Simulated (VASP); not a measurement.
**GeMo: single point with PBE**

The system is GeMo.

```xyz
2
Lattice="2.8308 0.0000 0.0000 -1.4154 2.4516 0.0000 0.0000 0.0000 5.1028" Properties=species:S:1:pos:R:3 pbc="T T T"
Ge    0.0000    0.0000    0.0000
Mo    0.0000    0.0000    2.5514
```

The cell was built from a structure type or drawn by symmetry, and may not be a known phase.

| Item | Value |
| --- | --- |
| Program | VASP 6.6.1 |
| Task | single point |
| Functional | PBE |
| Potentials or basis | VASP PAW PBE potentials, release 64 (Ge_d, Mo_sv) |
| Cutoff | 520 eV |
| k mesh | 6 × 6 × 4 |
| Occupations | gaussian, width 0.1 eV |
| Spin | collinear spin |
| Starting moments | [0.0, 1.0] μB |
| Dipole correction | no |
| Further INCAR settings | ALGO = Normal; EDIFF = 1e-07; NBANDS = 25 |

| Quantity | Value |
| --- | --- |
| Pressure | 0.3 GPa |
| Band gap on the k mesh | zero (filled and empty bands overlap) |
| Net moment | 0.00 μB per cell |
| Valence electrons inside the program's atomic spheres | Ge 12.35; Mo 12.41 |

Levels at points of the mesh, in eV from the Fermi level:
Spin up:
| k point | band 12 | band 13 | band 14 | band 15 | band 16 | band 17 |
| --- | --- | --- | --- | --- | --- | --- |
| (0.00, 0.00, 0.00) | -3.64 | -0.47 | -0.47 | 1.12 | 1.93 | 1.93 |
| (0.50, 0.00, 0.00) | -3.67 | -2.92 | 0.98 | 1.00 | 2.44 | 3.92 |
| (0.00, 0.00, 0.50) | -3.81 | -0.46 | -0.46 | 1.78 | 1.78 | 5.17 |
| (0.50, 0.00, 0.50) | -3.86 | -2.57 | -0.44 | 0.64 | 1.62 | 3.92 |
Spin down:
```csv
k point,band 12,band 13,band 14,band 15,band 16,band 17
"(0.00, 0.00, 0.00)",-3.64,-0.47,-0.47,1.12,1.93,1.93
"(0.50, 0.00, 0.00)",-3.67,-2.92,0.98,1.00,2.44,3.92
"(0.00, 0.00, 0.50)",-3.81,-0.46,-0.46,1.78,1.78,5.17
"(0.50, 0.00, 0.50)",-3.86,-2.57,-0.44,0.64,1.62,3.92
```

Wall time 44 s on 1 thread of Intel(R) Xeon(R) Platinum 8375C CPU @ 2.90GHz (Ice Lake), with other jobs on the host, peak memory 0.19 GiB.

Caveat: the k points lie up to 0.43 Å⁻¹ apart, too coarse for converged energies and pressures of a metal.
